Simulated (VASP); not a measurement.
Wanted: the native input for a VASP 6.6.1 run.

```
Task                   : single point
Functional             : r2SCAN
Potentials or basis    : VASP PAW PBE potentials, release 64 (Te, Pb_d)
Cutoff                 : 520 eV
k mesh                 : 8 × 8 × 8
Occupations            : gaussian, width 0.01 eV
Spin                   : no spin polarisation
Dipole correction      : no
Further INCAR settings : ALGO = Normal; EDIFF = 1e-06; NBANDS = 17
```

The system is TePb.

```
CELL_PARAMETERS angstrom
0.00000 3.26786 3.26786
3.26786 0.00000 3.26786
3.26786 3.26786 0.00000
ATOMIC_POSITIONS crystal
Te 0.50000 0.50000 0.50000
Pb 0.00000 0.00000 0.00000
```

These files were run (other wordings do the same):

POSCAR

```
TePb
1.0
    0.0000000000      3.2678555452      3.2678555452
    3.2678555452      0.0000000000      3.2678555452
    3.2678555452      3.2678555452      0.0000000000
Te Pb
1 1
Direct
    0.5000000000      0.5000000000      0.5000000000
    0.0000000000      0.0000000000      0.0000000000
```

INCAR.step1

```
ALGO = Normal
EDIFF = 1E-4
ENCUT = 520
GGA = PE
ISMEAR = 0
LASPH = True
LCHARG = False
LREAL = False
LWAVE = True
NBANDS = 17
NELM = 60
PREC = Accurate
SIGMA = 0.01
```

INCAR.step2

```
ALGO = Normal
EDIFF = 1E-6
ENCUT = 520
ISIF = 2
ISMEAR = 0
ISTART = 1
LASPH = True
LCHARG = True
LELF = True
LMIXTAU = True
LREAL = False
LVHAR = True
LWAVE = False
METAGGA = R2SCAN
NBANDS = 17
NELM = 60
PREC = Accurate
SIGMA = 0.01
```

KPOINTS

```
k-points
0
Gamma
  8 8 8
```

Potentials or basis: VASP PAW PBE potentials, release 64 (Te, Pb_d).

Run with:

```console
$ cat potpaw_PBE.64/Te/POTCAR potpaw_PBE.64/Pb_d/POTCAR > POTCAR
$ cp INCAR.step1 INCAR
$ mpirun -np 1 vasp_std > vasp.out
$ cp INCAR.step2 INCAR
$ mpirun -np 1 vasp_std > vasp.out
```

Results of the run:

```json
{
  "Pressure": "0.0 GPa",
  "Band gap on the k mesh": "1.09 eV"
}
```

Caveat: the PAW data sets were made with another functional, which shifts forces and pressure a little; spin-orbit coupling is left out, which moves the levels of the heavy elements.

Run time: 60 s on 1 thread of Intel(R) Xeon(R) 6975P-C (Granite Rapids), with other jobs on the host, peak memory 0.23 GiB.
